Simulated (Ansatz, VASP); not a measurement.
**Two plane-wave programs on CoSi2**

File INCAR:

```
  PREC = Accurate
  ENCUT = 520
  EDIFF = 1E-6
  ISMEAR = 0
  SIGMA = 0.1
  LREAL = False
  LASPH = True
  NELM = 100
  ALGO = Normal
  ISIF = 2
  LWAVE = False
  LCHARG = False
  GGA = PE
  NBANDS = 16
```

File KPOINTS:

```
Automatic mesh
0
Gamma
  14 14 14
```

Contents of POSCAR:

```
CoSi2
1.0
    0.0000000000      2.7324827672      2.7324827672
    2.7324827672      0.0000000000      2.7324827672
    2.7324827672      2.7324827672      0.0000000000
Co Si
1 2
Direct
    0.0000000000      0.0000000000      0.0000000000
    0.2500000000      0.2500000000      0.2500000000
    0.7500000000      0.7500000000      0.7500000000
```

Input for Ansatz:

```yaml
crystal:
  lattice:
    - [0.0, 2.7324827672, 2.7324827672]
    - [2.7324827672, 0.0, 2.7324827672]
    - [2.7324827672, 2.7324827672, 0.0]
  atoms:
    - { symbol: Co, position: [0.0, 0.0, 0.0] }
    - { symbol: Si, position: [0.25, 0.25, 0.25] }
    - { symbol: Si, position: [0.75, 0.75, 0.75] }
basis:
  ecutwfc: 420
kpoints:
  mp_grid: { grid: [14, 14, 14] }
hamiltonian:
  xc: pbe
scf:
  occupations: { method: gaussian, width: 0.1 }
output:
  forces: true
  stress: true
  eigenvalues: true
```

Alike in both runs: task single point; functional PBE; k mesh 14 × 14 × 14; occupations gaussian, width 0.1 eV; no spin polarisation.

|  | VASP | Ansatz |
| --- | --- | --- |
| version | VASP 6.6.1 | Ansatz 0.2.0 |
| potentials or method | VASP PAW PBE potentials, release 64 (Co, Si), cutoff 520 eV | scalar-relativistic, plane waves, PAW |
| valence electrons in the cell | 17 | 25 |

|  | VASP | Ansatz | Ansatz less VASP |
| --- | --- | --- | --- |
| gap on the k mesh at the Fermi level (eV) | none | none | - |
| pressure (GPa) | -9.3 | -9.1 | +0.19 |

A gap of «none» marks a metal or a gap that the smearing closes. VASP's potentials hold 17 valence electrons a cell and Ansatz's 25, so a difference there can come from the potentials and not from the codes.
